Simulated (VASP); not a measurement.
A run of VASP 6.6.1 is set up as follows.

Contents of INCAR:

```
ALGO     = Normal         # electronic algorithm
EDIFF    = 1E-6           # SCF threshold, eV
ENCUT    = 520            # plane-wave cutoff, eV
ISIF     = 2              # what is computed and relaxed
ISMEAR   = 1              # smearing method
LASPH    = True           # aspherical terms in the spheres
LCHARG   = False          # write CHGCAR
LREAL    = False          # projectors in reciprocal space
LWAVE    = False          # write WAVECAR
NBANDS   = 13             # bands
NELM     = 100            # most SCF steps
PREC     = Accurate       # precision mode
SIGMA    = 0.1            # smearing width, eV
```

File KPOINTS:

```
k-points
0
Gamma
  36 36 36
```

The input POSCAR:

```
Mo
1.0
   -1.5557749810      1.5557749810      1.5557749810
    1.5557749810     -1.5557749810      1.5557749810
    1.5557749810      1.5557749810     -1.5557749810
Mo
1
Direct
    0.0000000000      0.0000000000      0.0000000000
```

Potentials or basis: VASP PAW LDA potentials, release 64 (Mo_sv).

Run with:

```console
$ cat potpaw_LDA.64/Mo_sv/POTCAR > POTCAR
$ mpirun -np 1 vasp_std > vasp.out
```

(1) Predict the pressure.

(2) Estimate the band gap on the k mesh.

Results:

(1) 1.1 GPa.

(2) zero (bands 7 and 8 overlap by 5.67 eV).
